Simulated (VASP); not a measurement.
Set up this calculation in VASP 6.6.1, as the native input.

```yaml
Task: single point
Functional: PBE
Potentials_or_basis: VASP PAW PBE potentials, release 64 (Al, Fe)
Cutoff: 520 eV
k_mesh: 12 × 12 × 12
Occupations: fermi-dirac, width 0.05 eV
Spin: collinear spin, ferromagnetic start
Starting_moments: "[0.0, 3.0] μB"
Dipole_correction: no
Further_INCAR_settings: ALGO = Normal; EDIFF = 1e-06; NBANDS = 16
```

The structure of AlFe lies in POSCAR:

```
AlFe
1.0
    2.9100000000      0.0000000000      0.0000000000
    0.0000000000      2.9100000000      0.0000000000
    0.0000000000      0.0000000000      2.9100000000
Al Fe
1 1
Direct
    0.0000000000      0.0000000000      0.0000000000
    0.5687285223      0.5000000000      0.5000000000
```

This cell differs from its parent crystal: atom 2 (Fe) moved by [0.2, 0.0, 0.0] A.

One way to write it, as run:

INCAR

```
SYSTEM = AlFe
ALGO = Normal ; EDIFF = 1E-6
ENCUT = 520 ; GGA = PE
ISIF = 2 ; ISMEAR = -1
ISPIN = 2 ; LASPH = .True.
LCHARG = .False. ; LMAXMIX = 4
LORBIT = 11 ; LREAL = .False.
LWAVE = .False. ; MAGMOM = 0 3
NBANDS = 16 ; NELM = 150
PREC = Accurate ; SIGMA = 0.05
```

KPOINTS

```
k-points
0
Gamma
  12 12 12
  0 0 0
```

Potentials or basis: VASP PAW PBE potentials, release 64 (Al, Fe).

Launch:

```sh
$ cat potpaw_PBE.64/Al/POTCAR potpaw_PBE.64/Fe/POTCAR > POTCAR
$ mpirun -np 1 vasp_std > vasp.out
```

It gave:

The pressure is -3.2 GPa and the largest force is 1.384 eV/Å. The net moment is 0.74 μB per cell. The site moments are Al -0.03; Fe +0.78 μB. The valence electrons inside the program's atomic spheres are Al 0.83; Fe 7.37.

Caveat: the cell differs from its parent crystal (atom 2 (Fe) moved by [0.2, 0.0, 0.0] A); the cell stands under tension; forces of over 1 eV/Å act on the atoms, so gaps and moduli don't describe the material at rest.

It took 2.8 min on 1 thread of Intel Xeon 8259CL (shared host), peak memory 0.24 GiB.
